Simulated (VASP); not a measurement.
# Mn (Fm-3m) in VASP: notebook

Mn is run at these levels: LDA; tasks: single point, relaxation of cell and atoms.

Program: VASP 6.6.1. These are calculated values, not measurements. Logs are shortened: lines on timing, memory, paths and dates and some standing lists are left out, and cuts for length are marked.

## (1) The cell of the first run

It takes space group Fm-3m (No. 225, cubic). The conventional cell has a = 3.429 Å, b = 3.429 Å, c = 3.429 Å, α = 90.00°, β = 90.00°, γ = 90.00°. Within 3.2 Å of Mn (site symmetry m-3m) lie 12 Mn at 2.42 Å.

## (2) Single point, LDA, collinear spin, ferromagnetic start

The input, INCAR:

```
ALGO = Normal ; EDIFF = 1E-7
ENCUT = 520 ; ISIF = 2
ISMEAR = -1 ; ISPIN = 2
LASPH = True ; LCHARG = False
LMAXMIX = 4 ; LORBIT = 11
LREAL = False ; LWAVE = False
MAGMOM = 4 ; NBANDS = 16
NELM = 150 ; PREC = Accurate
SIGMA = 0.05
```

The input, KPOINTS:

```
k-points
0
Gamma
  16 16 16
```

The input, POSCAR:

```
Mn
1.0
    0.0000000000      1.7145801331      1.7145801331
    1.7145801331      0.0000000000      1.7145801331
    1.7145801331      1.7145801331      0.0000000000
Mn
1
Direct
    0.0000000000      0.0000000000      0.0000000000
```

Potentials or basis: VASP PAW LDA potentials, release 64 (Mn_pv).

Started as:

```
> cat potpaw_LDA.64/Mn_pv/POTCAR > POTCAR
> mpirun -np 1 vasp_std > vasp.out
```

OUTCAR:

```text
EDIFF = 1E-7
   ENCUT = 520
   ISIF = 2
   ISMEAR = -1
   ISPIN = 2
   LASPH = True
   LORBIT = 11
   LREAL = False
   NELM = 150
   PREC = Accurate

 ion  position               nearest neighbor table
   1  0.000  0.000  0.000-

  LATTYP: Found a face centered cubic cell.
 ALAT       =     3.4291602662

  Lattice vectors:

 A1 = (   0.0000000000,   1.7145801331,   1.7145801331)
 A2 = (   1.7145801331,   0.0000000000,   1.7145801331)
 A3 = (   1.7145801331,   1.7145801331,   0.0000000000)

Analysis of symmetry for initial positions (statically):
=====================================================================
 Subroutine PRICEL returns:
 Original cell was already a primitive cell.

 Routine SETGRP: Setting up the symmetry group for a
 face centered cubic supercell.

 Subroutine GETGRP returns: Found 48 space group operations
 (whereof 48 operations were pure point group operations)
 out of a pool of 48 trial point group operations.

The static configuration has the point symmetry O_h .

Analysis of symmetry for dynamics (positions and initial velocities):
=====================================================================
 Subroutine PRICEL returns:
 Original cell was already a primitive cell.

 Routine SETGRP: Setting up the symmetry group for a
 face centered cubic supercell.

 Subroutine GETGRP returns: Found 48 space group operations
 (whereof 48 operations were pure point group operations)
 out of a pool of 48 trial point group operations.

The dynamic configuration has the point symmetry O_h .

Analysis of structural, dynamic, and magnetic symmetry:
=====================================================================
 Subroutine PRICEL returns:
 Original cell was already a primitive cell.

 Routine SETGRP: Setting up the symmetry group for a
 face centered cubic supercell.

 Subroutine GETGRP returns: Found 48 space group operations
 (whereof 48 operations were pure point group operations)
 out of a pool of 48 trial point group operations.

The overall configuration has the point symmetry O_h .

 Subroutine INISYM returns: Found 48 space group operations
 (whereof 48 operations are pure point group operations),
 and found     1 'primitive' translations

----------------------------------------------------------------------------------------

                                     Primitive cell

  volume of cell :      10.0810

  direct lattice vectors                    reciprocal lattice vectors
     0.000000000  1.714580133  1.714580133    -0.291616583  0.291616583  0.291616583
     1.714580133  0.000000000  1.714580133     0.291616583 -0.291616583  0.291616583
     1.714580133  1.714580133  0.000000000     0.291616583  0.291616583 -0.291616583

  length of vectors
     2.424782478  2.424782478  2.424782478     0.505094738  0.505094738  0.505094738

  position of ions in fractional coordinates (direct lattice)
     0.000000000  0.000000000  0.000000000

  ion indices of the primitive-cell ions
   primitive index   ion index
                 1           1

----------------------------------------------------------------------------------------

 KPOINTS: k-points

Automatic generation of k-mesh.
 Grid dimensions read from file:
 generate k-points for:   16   16   16

 Generating k-lattice:

  Cartesian coordinates                     Fractional coordinates (reciprocal lattice)
    -0.018226036  0.018226036  0.018226036     0.062500000  0.000000000  0.000000000
     0.018226036 -0.018226036  0.018226036     0.000000000  0.062500000  0.000000000
     0.018226036  0.018226036 -0.018226036     0.000000000  0.000000000  0.062500000

  Length of vectors
     0.031568421  0.031568421  0.031568421

  Shift w.r.t. Gamma in fractional coordinates (k-lattice)
     0.000000000  0.000000000  0.000000000

 Subroutine IBZKPT returns following result:
 ===========================================

 Found    145 irreducible k-points:

 Following reciprocal coordinates:
            Coordinates               Weight
  0.000000  0.000000  0.000000      1.000000
  0.062500  0.000000  0.000000      8.000000
  0.125000  0.000000  0.000000      8.000000
  0.187500  0.000000  0.000000      8.000000
  0.250000  0.000000  0.000000      8.000000
  0.312500  0.000000  0.000000      8.000000
[... 16 lines left out ...]
 -0.125000  0.062500  0.000000     24.000000
 -0.062500  0.062500  0.000000     12.000000
 [... further k-points ...]
   k-points           NKPTS =    145   k-points in BZ     NKDIM =    145   number of bands    NBANDS=     16
   number of dos      NEDOS =    301   number of ions     NIONS =      1
   total plane-waves  NPLWV =   5832
   dimension x,y,z NGX =    18 NGY =   18 NGZ =   18
   dimension x,y,z NGXF=    36 NGYF=   36 NGZF=   36
   ions per type =               1
   NGX,Y,Z   is equivalent  to a cutoff of  12.34, 12.34, 12.34 a.u.
   NGXF,Y,Z  is equivalent  to a cutoff of  24.68, 24.68, 24.68 a.u.
 SYSTEM =  unknown system
   PREC   = accura    normal or accurate (medium, high low for compatibility)
   ISTART =      0    job   : 0-new  1-cont  2-samecut
   ICHARG =      2    charge: 1-file 2-atom 10-const
   ISPIN  =      2    spin polarized calculation?
   LNONCOLLINEAR =      F non collinear calculations
   LSORBIT =      F    spin-orbit coupling
   LASPH  =      T    aspherical Exc in radial PAW
   ENCUT  =  520.0 eV  38.22 Ry    6.18 a.u.   4.51  4.51  4.51*2*pi/ulx,y,z
   NELM   =    150;   NELMIN=  2; NELMDL= -5     # of ELM steps
   EDIFF  = 0.1E-06   stopping-criterion for ELM
   LREAL  =      F    real-space projection
   EDIFFG = 0.1E-05   stopping-criterion for IOM
   NSW    =      0    number of steps for IOM
   IBRION =     -1    ionic relax: 0-MD 1-quasi-New 2-CG
   NFREE  =      0    steps in history (QN), initial steepest desc. (CG)
   ISIF   =      2    stress and relaxation
   ISYM   =      2    0-nonsym 1-usesym 2-fastsym
   POTIM  = 0.5000    time-step for ionic-motion
   TEBEG  =    0.0;   TEEND  =   0.0 temperature during run
   PSTRESS=    0.0 pullay stress
   NELECT =      13.0000    total number of electrons
   NUPDOWN=      -1.0000    fix difference up-down
   EMIN   =  10.00;   EMAX   =-10.00  energy-range for DOS
   EFERMI =   0.00;   METHOD = LEGACY
   ISMEAR =    -1;   SIGMA  =   0.05  broadening in eV -4-tet -1-fermi 0-gaus
   EFERMI_NEDOS =   21; number of points for ismear=-14 and -15
   IALGO  =     38    algorithm
   IMIX   =      4    mixing-type and parameters
     AMIX     =   0.40;   BMIX     =  1.00
     AMIX_MAG =   1.60;   BMIX_MAG =  1.00
  volume/ion in A,a.u.               =      10.08        68.03
  Fermi-wavevector in a.u.,A,eV,Ry     =   1.781920  3.367340 43.201740  3.175238
  Thomas-Fermi vector in A             =   2.846413
   LORBIT       =     11    0 simple, 1 ext, 2 COOP (PROOUT), +10 PAW based schemes
   GGA     = CA    functional components
   LHFCALC =     F    Hartree Fock is set to
   AEXX    =    0.0000 exact exchange contribution
   IVDW    =     0    specifies the selected vdW correction
   LEPSILON=     F    determine dielectric tensor
   LRPA    =     F    only Hartree local field effects (RPA)
 spin polarized calculation
  energy-cutoff  :      520.00
  volume of cell :       10.08
 maximum number of plane-waves:       290
 NGX is ok and might be reduce to    18
   NGX =  9   NGY =  9   NGZ =  9

 number of electron      13.0000013 magnetization       0.2038023

 number of electron      13.0000013 magnetization      -0.0001042

 Free energy of the ion-electron system (eV)
  ---------------------------------------------------
  ext. energy  EPLUGINS =         0.00000000
  ---------------------------------------------------
  free energy    TOTEN  =       -10.11777562 eV

  energy without entropy =      -10.10635015  energy(sigma->0) =      -10.11206288

 E-fermi :  11.2446     XC(G=0): -14.7666

 val. band max:       11.2432174950   @ k =  -0.1875   0.1250   0.0000
 cond. band min:      11.2712256776   @ k =  -0.1250   0.1250   0.0000
 fundamental gap:      0.0280081826
 Fermi energy:        11.2446001394

 spin component 1

 k-point     1 :       0.0000    0.0000    0.0000
  band No.  band energies     occupation
      1     -35.9282      1.00000
      2     -35.9282      1.00000
      3     -35.9282      1.00000
      4       2.7292      1.00000
      5       9.9795      1.00000
      6       9.9795      1.00000
[... 8 lines left out ...]
     15      45.1189      0.00000
     16      45.4142      0.00000

 k-point     2 :       0.0625    0.0000    0.0000
  band No.  band energies     occupation
      1     -35.9662      1.00000
      2     -35.9330      1.00000
      3     -35.9330      1.00000
      4       2.9044      1.00000
      5       9.9020      1.00000
      6      10.0364      1.00000
[... 8 lines left out ...]
     15      44.9607      0.00000
     16      45.4186      0.00000
[... 387 lines left out ...]
      5       9.5340      1.00000
      6      10.2788      1.00000
[... 8 lines left out ...]
     15      42.8499      0.00000
     16      45.2573      0.00000

 k-point    24 :      -0.0625    0.0625    0.0000
  band No.  band energies     occupation
      1     -36.0196      1.00000
      2     -35.9546      1.00000
      3     -35.9345      1.00000
      4       3.1903      1.00000
      5       9.7645      1.00000
      6      10.1183      1.00000
[... 8 lines left out ...]
     15      44.0550      0.00000
     16      45.4060      0.00000

 [... further k-points ...]

 spin component 2

 k-point     1 :       0.0000    0.0000    0.0000
  band No.  band energies     occupation
      1     -35.9284      1.00000
      2     -35.9284      1.00000
      3     -35.9284      1.00000
      4       2.7292      1.00000
      5       9.9794      1.00000
      6       9.9794      1.00000
[... 8 lines left out ...]
     15      45.1186      0.00000
     16      45.4142      0.00000

 k-point     2 :       0.0625    0.0000    0.0000
  band No.  band energies     occupation
      1     -35.9664      1.00000
      2     -35.9331      1.00000
      3     -35.9331      1.00000
      4       2.9044      1.00000
      5       9.9019      1.00000
      6      10.0364      1.00000
[... 8 lines left out ...]
     15      44.9606      0.00000
     16      45.4185      0.00000
[... 387 lines left out ...]
      5       9.5340      1.00000
      6      10.2788      1.00000
[... 8 lines left out ...]
     15      42.8498      0.00000
     16      45.2572      0.00000

 k-point    24 :      -0.0625    0.0625    0.0000
  band No.  band energies     occupation
      1     -36.0197      1.00000
      2     -35.9548      1.00000
      3     -35.9346      1.00000
      4       3.1903      1.00000
      5       9.7645      1.00000
      6      10.1183      1.00000
[... 8 lines left out ...]
     15      44.0550      0.00000
     16      45.4059      0.00000

 [... further k-points ...]
[... 5 lines left out ...]
  --------------------------------------------------------------------------------------
  -------------------------------------------------------------------------------------
  Total        0.0195428      0.0195428      0.0195428     -0.0000000     -0.0000000      0.0000000
  in kB        3.1059491      3.1059491      3.1059491     -0.0000000     -0.0000000      0.0000000
  external PRESSURE =       3.1059491 kB  Pullay stress =       0.0000000 kB

 VOLUME and BASIS-vectors are now :
 -----------------------------------------------------------------------------
  energy-cutoff  :      520.00
  volume of cell :       10.08
      direct lattice vectors                 reciprocal lattice vectors
     0.000000000  1.714580133  1.714580133    -0.291616583  0.291616583  0.291616583
     1.714580133  0.000000000  1.714580133     0.291616583 -0.291616583  0.291616583
     1.714580133  1.714580133  0.000000000     0.291616583  0.291616583 -0.291616583

 POSITION                                       TOTAL-FORCE (eV/Angst)
 -----------------------------------------------------------------------------------
      0.00000      0.00000      0.00000         0.000000      0.000000      0.000000
 -----------------------------------------------------------------------------------
    total drift:                                0.000000     -0.000000      0.000000

  FREE ENERGIE OF THE ION-ELECTRON SYSTEM (eV)
  ---------------------------------------------------
  free  energy   TOTEN  =       -10.1177756161 eV

  energy  without entropy=      -10.1063501459  energy(sigma->0) =      -10.11206288

 total charge

# of ion       s       p       d       tot
------------------------------------------
    1        0.453   6.445   5.232  12.130

 magnetization (x)

# of ion       s       p       d       tot
------------------------------------------
    1        0.000  -0.000  -0.000  -0.000
```

It took 30 s on 1 thread of AMD EPYC 7R13 (Zen 3), shared host; peak memory 0.11 GiB.

What came out:

| Item | Value |
| --- | --- |
| Free energy | -10.1178 eV |
| Pressure | 0.3 GPa |
| Net moment | 0.00 μB per cell |
| Valence electrons inside the program's atomic spheres | Mn 12.13 |

Caveat: the starting moments collapsed, and a magnetic state may lie lower.

## (3) Single point, LDA, collinear spin, ferromagnetic start

The input, INCAR:

```
ALGO = Normal
EDIFF = 1E-7
ENCUT = 520
ISIF = 2
ISMEAR = -1
ISPIN = 2
LASPH = True
LCHARG = False
LMAXMIX = 4
LORBIT = 11
LREAL = False
LWAVE = False
MAGMOM = 4
NBANDS = 16
NELM = 150
PREC = Accurate
SIGMA = 0.05
```

KPOINTS is that of step 2.

The input, POSCAR:

```
Mn
1.0
    0.0000000000      1.7146056401      1.7146056401
    1.7146056401      0.0000000000      1.7146056401
    1.7146056401      1.7146056401      0.0000000000
Mn
1
Direct
    0.0000000000      0.0000000000      0.0000000000
```

Potentials or basis: VASP PAW LDA potentials, release 64 (Mn_pv).

Started as:

```
> cat potpaw_LDA.64/Mn_pv/POTCAR > POTCAR
> mpirun -np 1 vasp_std > vasp.out
```

Run time: 30 s. Hardware: 1 thread of AMD EPYC 7R13 (Zen 3), shared host; peak memory 0.11 GiB.

It converged, with:

* Free energy: -10.1178 eV
* Pressure: 0.3 GPa
* Net moment: 0.00 μB per cell
* Valence electrons inside the program's atomic spheres: Mn 12.13

Levels at points of the mesh, in eV from the Fermi level:
Spin up:
| k point | band 4 | band 5 | band 6 | band 7 | band 8 | band 9 | band 10 | band 11 |
| --- | --- | --- | --- | --- | --- | --- | --- | --- |
| (0.00, 0.00, 0.00) | -8.52 | -1.27 | -1.27 | -1.27 | 0.56 | 0.56 | 21.88 | 28.04 |
| (0.50, 0.00, 0.00) | -4.86 | -1.42 | -1.42 | 0.67 | 1.88 | 1.88 | 9.81 | 20.71 |
| (0.50, 0.50, 0.00) | -5.16 | -4.29 | 1.82 | 2.24 | 2.24 | 3.86 | 13.14 | 16.60 |
Spin down:
| k point | band 3 | band 4 | band 5 | band 6 | band 7 | band 8 | band 9 | band 10 | band 11 | band 12 |
| --- | --- | --- | --- | --- | --- | --- | --- | --- | --- | --- |
| (0.00, 0.00, 0.00) | -47.17 | -8.52 | -1.27 | -1.27 | -1.27 | 0.56 | 0.56 | 21.88 | 28.04 | 28.04 |
| (0.50, 0.00, 0.00) | -47.30 | -4.86 | -1.42 | -1.42 | 0.67 | 1.88 | 1.88 | 9.81 | 20.71 | 27.24 |
| (0.50, 0.50, 0.00) | -47.51 | -5.16 | -4.29 | 1.82 | 2.24 | 2.24 | 3.86 | 13.14 | 16.60 | 16.60 |

Caveat: the starting moments collapsed, and a magnetic state may lie lower.

## (4) Relaxation of cell and atoms, LDA, collinear spin, ferromagnetic start

This run uses another cell than the first one, of 10.31 Å³/atom, 1.023 times its volume.

The input, INCAR:

```
SYSTEM = Mn
PREC = Accurate
ENCUT = 600
EDIFF = 1E-7
ISMEAR = -1
SIGMA = 0.05
LREAL = .FALSE.
LASPH = .TRUE.
NELM = 150
ALGO = Normal
ISIF = 3
LWAVE = .FALSE.
LCHARG = .FALSE.
ISPIN = 2
MAGMOM = 4
LORBIT = 11
LMAXMIX = 4
IBRION = 2
NSW = 100
EDIFFG = -0.005
```

The input, KPOINTS:

```
regular mesh
0
G
  16 16 16
  0 0 0
```

The input, POSCAR:

```
Mn
1.0
    0.0000000000      1.7273725322      1.7273725322
    1.7273725322      0.0000000000      1.7273725322
    1.7273725322      1.7273725322      0.0000000000
Mn
1
Direct
    0.0000000000      0.0000000000      0.0000000000
```

Started as:

```
> cat potpaw_LDA.64/Mn_pv/POTCAR > POTCAR
> mpirun -np 1 vasp_std > vasp.out
```

Wall time 70 s (1 thread of AMD EPYC 7R13 (Zen 3), shared host); peak memory 0.13 GiB.

Results (log left out):

| Item | Value |
| --- | --- |
| Free energy | -10.1180 eV |
| Relaxed volume | 10.09 Å³/atom |
| Relaxed cell | a = 2.425 Å, b = 2.425 Å, c = 2.425 Å, α = 60.00°, β = 60.00°, γ = 60.00° |
| Space group after relaxing (to 0.05 Å) | Fm-3m (No. 225) |
| Energy gained by relaxing | 4.7 meV/atom |
| Ionic steps | 4 |
| Pressure after relaxing | 0.0 GPa |
| Net moment | 0.00 μB per cell |
| Valence electrons inside the program's atomic spheres | Mn 12.13 |

Step by step:
| step | energy change (eV) | largest force (eV/Å) | pressure (GPa) | volume (Å³) |
| --- | --- | --- | --- | --- |
| 1 | 0.0000 | 0.0000 | -6.83 | 10.31 |
| 2 | 0.0151 | 0.0000 | 15.52 | 9.67 |
| 3 | -0.0047 | 0.0000 | -0.14 | 10.09 |
| 4 | -0.0047 | 0.0000 | 0.00 | 10.09 |

Final structure:
```
Mn
1.0
     0.00000    1.71504    1.71504
     1.71504    0.00000    1.71504
     1.71504    1.71504    0.00000
Mn
1
Direct
  0.00000 0.00000 0.00000
```

Levels at points of the mesh, in eV from the Fermi level:
Spin up:
| k point | band 5 | band 6 | band 7 | band 8 | band 9 | band 10 |
| --- | --- | --- | --- | --- | --- | --- |
| (0.00, 0.00, 0.00) | -1.26 | -1.26 | -1.26 | 0.56 | 0.56 | 21.87 |
| (0.50, 0.00, 0.00) | -1.41 | -1.41 | 0.67 | 1.88 | 1.88 | 9.80 |
| (0.50, 0.50, 0.00) | -4.29 | 1.82 | 2.24 | 2.24 | 3.86 | 13.13 |
Spin down:
| k point | band 4 | band 5 | band 6 | band 7 | band 8 | band 9 | band 10 | band 11 |
| --- | --- | --- | --- | --- | --- | --- | --- | --- |
| (0.00, 0.00, 0.00) | -8.51 | -1.26 | -1.26 | -1.26 | 0.56 | 0.56 | 21.87 | 28.03 |
| (0.50, 0.00, 0.00) | -4.86 | -1.41 | -1.41 | 0.67 | 1.88 | 1.88 | 9.80 | 20.71 |
| (0.50, 0.50, 0.00) | -5.16 | -4.29 | 1.82 | 2.24 | 2.24 | 3.86 | 13.13 | 16.59 |

Caveat: the starting moments collapsed, and a magnetic state may lie lower. LDA usually gives volumes a few per cent too small.

[end of part 1 of 2]
